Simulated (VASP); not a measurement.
PbF2:

```xyz
6
Lattice="5.3701 0.0000 0.0000 0.0000 5.3701 0.0000 0.0000 0.0000 3.5898" Properties=species:S:1:pos:R:3 pbc="T T T"
Pb    2.6851    2.6851    1.7949
Pb    0.0000    0.0000    0.0000
F     3.7353    3.7353    0.0000
F     4.3199    1.0502    1.7949
F     1.6348    1.6348    0.0000
F     1.0502    4.3199    1.7949
```

| Quantity | Value |
| --- | --- |
| Program | VASP 6.6.1 |
| Task | relaxation of cell and atoms |
| Functional | PBEsol |
| Potentials or basis | VASP PAW PBE potentials, release 64 (Pb_d, F) |
| Cutoff | 600 eV |
| k mesh | 4 × 4 × 6 |
| Occupations | fermi-dirac, width 0.03 eV |
| Spin | no spin polarisation |

At the start: pressure 14.9 GPa; volume 17.25 Å³/atom.

Task: Where does the relaxation end?

Result: Over 11 steps the energy falls by 125.7 meV/atom and the volume is 20.24 Å³/atom (+17.3 %); space group P4_2/mnm (No. 136, to 0.1 Å) before and after.

The path:
```tsv
step	energy change (eV)	largest force (eV/Å)	pressure (GPa)	volume (Å³)
1	0.0000	0.2548	14.91	103.52
2	-0.6518	0.1943	-3.43	129.45
3	-0.7451	0.1367	0.16	121.35
4	-0.7451	0.1405	-0.04	121.72
5	-0.7481	0.1006	-0.09	121.86
6	-0.7509	0.0137	-0.18	122.17
7	-0.7525	0.0063	0.03	121.67
8	-0.7531	0.0018	0.27	121.11
9	-0.7542	0.0066	0.12	121.29
10	-0.7544	0.0135	-0.01	121.45
11	-0.7545	0.0091	-0.01	121.45
```

Final structure:
```xyz
6
Lattice="5.5920 0.0000 0.0000 0.0000 5.5920 0.0000 0.0000 0.0000 3.8840" Properties=species:S:1:pos:R:3 pbc="T T T"
Pb    2.7960    2.7960    1.9420
Pb    5.5920    0.0000    0.0000
F     3.8728    3.8728    0.0000
F     4.5152    1.0768    1.9420
F     1.7192    1.7192    0.0000
F     1.0768    4.5152    1.9420
```

Caveat: the volume moved by over 15 % at a fixed basis, so the end points are rough; the PAW data sets were made with another functional, which shifts forces and pressure a little.
